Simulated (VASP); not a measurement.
# AgCl (P4/mmm) in VASP: single point with PBE

Aim: the single point of AgCl with PBE.

Program: VASP 6.6.1. These are calculated values, not measurements. Logs are shortened: lines on timing, memory, paths and dates and some standing lists are left out, and cuts for length are marked.

## Step 1: The cell of the first run

Symmetry: P4/mmm, No. 123, tetragonal system. Conventional cell: a = 3.406 Å, b = 3.406 Å, c = 3.386 Å, α = 90.00°, β = 90.00°, γ = 90.00°. Ag (site symmetry 4/mmm) has 8 Cl at 2.94 Å and 6 Ag at 3.39 to 3.41 Å within 3.9 Å. Cl (site symmetry 4/mmm) has 8 Ag at 2.94 Å and 6 Cl at 3.39 to 3.41 Å within 3.9 Å.

## Step 2: Single point, PBE (epitaxial xy strain +0.3%)

The input, INCAR:

```
SYSTEM = AgCl
PREC     = Accurate       ! precision mode
ENCUT    = 630            ! plane-wave cutoff, eV
EDIFF    = 1E-6           ! SCF threshold, eV
ISMEAR   = -1             ! smearing method
SIGMA    = 0.02           ! smearing width, eV
LREAL    = .False.        ! projectors in reciprocal space
LASPH    = .True.         ! aspherical terms in the spheres
NELM     = 120            ! most SCF steps
ALGO     = Normal         ! electronic algorithm
ISIF     = 2              ! what is computed and relaxed
LWAVE    = .False.        ! write WAVECAR
LCHARG   = .False.        ! write CHGCAR
GGA      = PE             ! functional
NBANDS   = 20             ! bands
GGA_COMPAT= .False.
```

The input, KPOINTS:

```
Automatic mesh
0
Gamma
  8 8 8
  0 0 0
```

The input, POSCAR:

```
AgCl
1.0
    3.4064539236      0.0000000000      0.0000000000
    0.0000000000      3.4064539236      0.0000000000
    0.0000000000      0.0000000000      3.3859262507
Ag Cl
1 1
Direct
    0.0000000000      0.0000000000      0.0000000000
    0.5000000000      0.5000000000      0.5000000000
```

Potentials or basis: VASP PAW PBE potentials, release 64 (Ag_sv_GW, Cl).

On the command line:

```sh
cat potpaw_PBE.64/Ag_sv_GW/POTCAR potpaw_PBE.64/Cl/POTCAR > POTCAR
mpirun -np 1 vasp_std > vasp.out
```

OUTCAR:

```text
SYSTEM = AgCl
   PREC = Accurate
   ENCUT = 630
   EDIFF = 1E-6
   ISMEAR = -1
   LREAL = .False.
   LASPH = .True.
   NELM = 120
   ISIF = 2
   GGA = PE

 ion  position               nearest neighbor table
   1  0.000  0.000  0.000-
   2  0.500  0.500  0.500-

  LATTYP: Found a simple tetragonal cell.
 ALAT       =     3.4064539236
 C/A-ratio  =     0.9939738880

  Lattice vectors:

 A1 = (   3.4064539236,   0.0000000000,   0.0000000000)
 A2 = (   0.0000000000,   3.4064539236,   0.0000000000)
 A3 = (   0.0000000000,   0.0000000000,   3.3859262507)

Analysis of symmetry for initial positions (statically):
=====================================================================
 Subroutine PRICEL returns:
 Original cell was already a primitive cell.

 Routine SETGRP: Setting up the symmetry group for a
 simple tetragonal supercell.

 Subroutine GETGRP returns: Found 16 space group operations
 (whereof 16 operations were pure point group operations)
 out of a pool of 16 trial point group operations.

The static configuration has the point symmetry D_4h.

Analysis of symmetry for dynamics (positions and initial velocities):
=====================================================================
 Subroutine PRICEL returns:
 Original cell was already a primitive cell.

 Routine SETGRP: Setting up the symmetry group for a
 simple tetragonal supercell.

 Subroutine GETGRP returns: Found 16 space group operations
 (whereof 16 operations were pure point group operations)
 out of a pool of 16 trial point group operations.

The dynamic configuration has the point symmetry D_4h.

 Subroutine INISYM returns: Found 16 space group operations
 (whereof 16 operations are pure point group operations),
 and found     1 'primitive' translations

----------------------------------------------------------------------------------------

                                     Primitive cell

  volume of cell :      39.2900

  direct lattice vectors                    reciprocal lattice vectors
     3.406453924  0.000000000  0.000000000     0.293560407  0.000000000  0.000000000
     0.000000000  3.406453924  0.000000000     0.000000000  0.293560407  0.000000000
     0.000000000  0.000000000  3.385926251     0.000000000  0.000000000  0.295340160

  length of vectors
     3.406453924  3.406453924  3.385926251     0.293560407  0.293560407  0.295340160

  position of ions in fractional coordinates (direct lattice)
     0.000000000  0.000000000  0.000000000
     0.500000000  0.500000000  0.500000000

  ion indices of the primitive-cell ions
   primitive index   ion index
                 1           1
                 2           2

----------------------------------------------------------------------------------------

 KPOINTS: Automatic mesh

Automatic generation of k-mesh.
 Grid dimensions read from file:
 generate k-points for:    8    8    8

 Generating k-lattice:

  Cartesian coordinates                     Fractional coordinates (reciprocal lattice)
     0.036695051  0.000000000  0.000000000     0.125000000  0.000000000  0.000000000
     0.000000000  0.036695051  0.000000000     0.000000000  0.125000000  0.000000000
     0.000000000  0.000000000  0.036917520     0.000000000  0.000000000  0.125000000

  Length of vectors
     0.036695051  0.036695051  0.036917520

  Shift w.r.t. Gamma in fractional coordinates (k-lattice)
     0.000000000  0.000000000  0.000000000

 Subroutine IBZKPT returns following result:
 ===========================================

 Found     75 irreducible k-points:

 Following reciprocal coordinates:
            Coordinates               Weight
  0.000000  0.000000  0.000000      1.000000
  0.125000  0.000000  0.000000      4.000000
  0.250000  0.000000  0.000000      4.000000
  0.375000  0.000000  0.000000      4.000000
  0.500000  0.000000  0.000000      2.000000
  0.125000  0.125000  0.000000      4.000000
[... 16 lines left out ...]
  0.375000  0.125000  0.125000     16.000000
  0.500000  0.125000  0.125000      8.000000
 [... further k-points ...]
   k-points           NKPTS =     75   k-points in BZ     NKDIM =     75   number of bands    NBANDS=     20
   number of dos      NEDOS =    301   number of ions     NIONS =      2
   total plane-waves  NPLWV =  21952
   dimension x,y,z NGX =    28 NGY =   28 NGZ =   28
   dimension x,y,z NGXF=    56 NGYF=   56 NGZF=   56
   ions per type =               1   1
   NGX,Y,Z   is equivalent  to a cutoff of  13.66, 13.66, 13.75 a.u.
   NGXF,Y,Z  is equivalent  to a cutoff of  27.33, 27.33, 27.50 a.u.
 SYSTEM =  AgCl
   PREC   = accura    normal or accurate (medium, high low for compatibility)
   ISTART =      0    job   : 0-new  1-cont  2-samecut
   ICHARG =      2    charge: 1-file 2-atom 10-const
   ISPIN  =      1    spin polarized calculation?
   LNONCOLLINEAR =      F non collinear calculations
   LSORBIT =      F    spin-orbit coupling
   LASPH  =      T    aspherical Exc in radial PAW
   ENCUT  =  630.0 eV  46.30 Ry    6.80 a.u.   6.97  6.97  6.93*2*pi/ulx,y,z
   NELM   =    120;   NELMIN=  2; NELMDL= -5     # of ELM steps
   EDIFF  = 0.1E-05   stopping-criterion for ELM
   LREAL  =      F    real-space projection
   EDIFFG = 0.1E-04   stopping-criterion for IOM
   NSW    =      0    number of steps for IOM
   IBRION =     -1    ionic relax: 0-MD 1-quasi-New 2-CG
   NFREE  =      0    steps in history (QN), initial steepest desc. (CG)
   ISIF   =      2    stress and relaxation
   ISYM   =      2    0-nonsym 1-usesym 2-fastsym
   POTIM  = 0.5000    time-step for ionic-motion
   TEBEG  =    0.0;   TEEND  =   0.0 temperature during run
   PSTRESS=    0.0 pullay stress
   NELECT =      26.0000    total number of electrons
   NUPDOWN=      -1.0000    fix difference up-down
   EMIN   =  10.00;   EMAX   =-10.00  energy-range for DOS
   EFERMI =   0.00;   METHOD = LEGACY
   ISMEAR =    -1;   SIGMA  =   0.02  broadening in eV -4-tet -1-fermi 0-gaus
   EFERMI_NEDOS =   21; number of points for ismear=-14 and -15
   IALGO  =     38    algorithm
   IMIX   =      4    mixing-type and parameters
     AMIX     =   0.40;   BMIX     =  1.00
     AMIX_MAG =   1.60;   BMIX_MAG =  1.00
  volume/ion in A,a.u.               =      19.65       132.57
  Fermi-wavevector in a.u.,A,eV,Ry     =   1.426609  2.695901 27.690775  2.035215
  Thomas-Fermi vector in A             =   2.546868
   LORBIT       =      0    0 simple, 1 ext, 2 COOP (PROOUT), +10 PAW based schemes
   GGA     = PE    functional components
   LHFCALC =     F    Hartree Fock is set to
   AEXX    =    0.0000 exact exchange contribution
   IVDW    =     0    specifies the selected vdW correction
   LEPSILON=     F    determine dielectric tensor
   LRPA    =     F    only Hartree local field effects (RPA)
 non-spin polarized calculation
  energy-cutoff  :      630.00
  volume of cell :       39.29
 maximum number of plane-waves:      1426
 NGX is ok and might be reduce to    28
   NGX = 13   NGY = 13   NGZ = 13

 number of electron      26.0000013 magnetization

 Free energy of the ion-electron system (eV)
  ---------------------------------------------------
  ext. energy  EPLUGINS =         0.00000000
  ---------------------------------------------------
  free energy    TOTEN  =        -3.05732074 eV

  energy without entropy =       -3.05732074  energy(sigma->0) =       -3.05732074

 E-fermi :   4.0690     XC(G=0): -10.6772

 val. band max:        3.7657301400   @ k =   0.5000   0.0000   0.0000
 cond. band min:       4.3417096539   @ k =   0.0000   0.0000   0.0000
 fundamental gap:      0.5759795139
 Fermi energy:         4.0689967278

 k-point     1 :       0.0000    0.0000    0.0000
  band No.  band energies     occupation
      1     -85.9089      2.00000
      2     -49.4287      2.00000
      3     -49.4268      2.00000
      4     -49.4268      2.00000
      5     -11.0009      2.00000
      6       0.9123      2.00000
[... 12 lines left out ...]
     19      17.7220      0.00000
     20      20.1982      0.00000

 k-point     2 :       0.1250    0.0000    0.0000
  band No.  band energies     occupation
      1     -85.9089      2.00000
      2     -49.4285      2.00000
      3     -49.4284      2.00000
      4     -49.4267      2.00000
      5     -10.9342      2.00000
      6       0.6792      2.00000
[... 12 lines left out ...]
     19      17.2073      0.00000
     20      20.1732      0.00000

 k-point     3 :       0.2500    0.0000    0.0000
  band No.  band energies     occupation
      1     -85.9088      2.00000
      2     -49.4322      2.00000
      3     -49.4283      2.00000
      4     -49.4264      2.00000
      5     -10.7648      2.00000
      6      -0.2928      2.00000
[... 12 lines left out ...]
     19      17.6213      0.00000
     20      20.0100      0.00000

 k-point     4 :       0.3750    0.0000    0.0000
  band No.  band energies     occupation
      1     -85.9086      2.00000
      2     -49.4360      2.00000
      3     -49.4280      2.00000
      4     -49.4262      2.00000
      5     -10.5813      2.00000
      6      -1.1615      2.00000
[... 12 lines left out ...]
     19      19.7083      0.00000
     20      19.8511      0.00000

 k-point     5 :       0.5000    0.0000    0.0000
  band No.  band energies     occupation
      1     -85.9086      2.00000
      2     -49.4376      2.00000
      3     -49.4279      2.00000
      4     -49.4260      2.00000
      5     -10.5006      2.00000
      6      -1.4885      2.00000
[... 12 lines left out ...]
     19      19.6888      0.00000
     20      19.7855      0.00000
[... 353 lines left out ...]
      6       0.7212      2.00000
[... 12 lines left out ...]
     19      16.3935      0.00000
     20      20.8577      0.00000

 k-point    22 :       0.2500    0.1250    0.1250
  band No.  band energies     occupation
      1     -85.9086      2.00000
      2     -49.4320      2.00000
      3     -49.4299      2.00000
      4     -49.4279      2.00000
      5     -10.6513      2.00000
      6      -0.1356      2.00000
[... 12 lines left out ...]
     19      17.1963      0.00000
     20      20.1256      0.00000

 k-point    23 :       0.3750    0.1250    0.1250
  band No.  band energies     occupation
      1     -85.9085      2.00000
      2     -49.4357      2.00000
      3     -49.4296      2.00000
      4     -49.4276      2.00000
      5     -10.4840      2.00000
      6      -0.8975      2.00000
[... 12 lines left out ...]
     19      18.2825      0.00000
     20      20.4965      0.00000

 k-point    24 :       0.5000    0.1250    0.1250
  band No.  band energies     occupation
      1     -85.9085      2.00000
      2     -49.4374      2.00000
      3     -49.4295      2.00000
      4     -49.4275      2.00000
      5     -10.4108      2.00000
      6      -1.1914      2.00000
[... 12 lines left out ...]
     19      18.5333      0.00000
     20      20.7885      0.00000

 [... further k-points ...]
[... 5 lines left out ...]
  --------------------------------------------------------------------------------------
  -------------------------------------------------------------------------------------
  Total        0.2893946      0.2893946      0.3653471      0.0000000      0.0000000      0.0000000
  in kB       11.8009912     11.8009912     14.8981987      0.0000000      0.0000000      0.0000000
  external PRESSURE =      12.8333937 kB  Pullay stress =       0.0000000 kB

 VOLUME and BASIS-vectors are now :
 -----------------------------------------------------------------------------
  energy-cutoff  :      630.00
  volume of cell :       39.29
      direct lattice vectors                 reciprocal lattice vectors
     3.406453924  0.000000000  0.000000000     0.293560407  0.000000000  0.000000000
     0.000000000  3.406453924  0.000000000     0.000000000  0.293560407  0.000000000
     0.000000000  0.000000000  3.385926251     0.000000000  0.000000000  0.295340160

 POSITION                                       TOTAL-FORCE (eV/Angst)
 -----------------------------------------------------------------------------------
      0.00000      0.00000      0.00000         0.000000      0.000000      0.000000
      1.70323      1.70323      1.69296         0.000000      0.000000      0.000000
 -----------------------------------------------------------------------------------
    total drift:                               -0.000000      0.000000      0.000000

  FREE ENERGIE OF THE ION-ELECTRON SYSTEM (eV)
  ---------------------------------------------------
  free  energy   TOTEN  =        -3.0573207405 eV

  energy  without entropy=       -3.0573207375  energy(sigma->0) =       -3.05732074
```

Wall time 32 s (1 thread of AMD EPYC 9R45 (Zen 5), shared host); peak memory 0.2 GiB.

What came out:

| Quantity | Value |
| --- | --- |
| Free energy | -3.0573 eV |
| Pressure | 1.3 GPa |
| Band gap on the k mesh | 0.58 eV (least direct gap 2.14 eV) |

Levels at points of the mesh, in eV from the valence-band top:
```tsv
k point	band 9	band 10	band 11	band 12	band 13	band 14	band 15	band 16	band 17	band 18
(0.00, 0.00, 0.00)	-1.85	-1.85	-1.63	-1.63	-1.57	0.58	9.37	9.41	13.85	13.85
(0.50, 0.00, 0.00)	-2.69	-1.79	-1.48	-0.01	0.00	4.93	5.64	9.31	9.96	10.10
(0.50, 0.50, 0.00)	-2.16	-2.15	-2.15	-1.54	-0.92	2.74	9.07	9.07	10.65	13.82
(0.00, 0.00, 0.50)	-2.68	-1.80	-1.45	-0.01	-0.01	4.89	5.66	9.30	9.99	9.99
(0.50, 0.00, 0.50)	-2.17	-2.16	-2.15	-1.53	-0.96	2.80	9.00	9.07	10.63	13.73
(0.50, 0.50, 0.50)	-1.52	-1.51	-0.19	-0.17	-0.17	4.69	4.70	4.70	6.90	17.67
```

Caveat: the cell differs from its parent crystal (epitaxial xy strain +0.3%); the structure was generated, so it needn't be the stable form of AgCl; semilocal functionals underestimate gaps, and a narrow one can read as zero.
